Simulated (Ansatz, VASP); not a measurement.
# BAs in VASP and in Ansatz

```
CELL_PARAMETERS angstrom
0.00000 2.08655 3.12982
2.08655 0.00000 3.12982
2.08655 2.08655 0.00000
ATOMIC_POSITIONS crystal
B 0.00000 0.00000 0.00000
As 0.75000 0.75000 0.75000
```

Alike in both runs: task single point; functional PBEsol; k mesh 12 × 12 × 12; occupations gaussian, width 0.05 eV; no spin polarisation.

```csv
,VASP,Ansatz
version,VASP 6.6.1,Ansatz 0.2.0
potentials or method,"VASP PAW PBE potentials, release 64 (B, As), cutoff 520 eV","scalar-relativistic, plane waves, PAW"
valence electrons in the cell,8,18
```

|  | VASP | Ansatz | Ansatz less VASP |
| --- | --- | --- | --- |
| gap on the k mesh at the Fermi level (eV) | none | none | - |
| pressure (GPa) | 0.7 | 0.1 | -0.61 |
| traceless stress, the component that is largest in VASP (GPa) | -39.30 | -39.58 | -0.282 |

VASP's potentials were made for PBE, not for PBEsol. A gap of «none» marks a metal or a gap that the smearing closes. The functional is the same, so the differences come from potentials, cutoffs and numerics. VASP's potentials hold 8 valence electrons a cell and Ansatz's 18, so a difference there can come from the potentials and not from the codes.
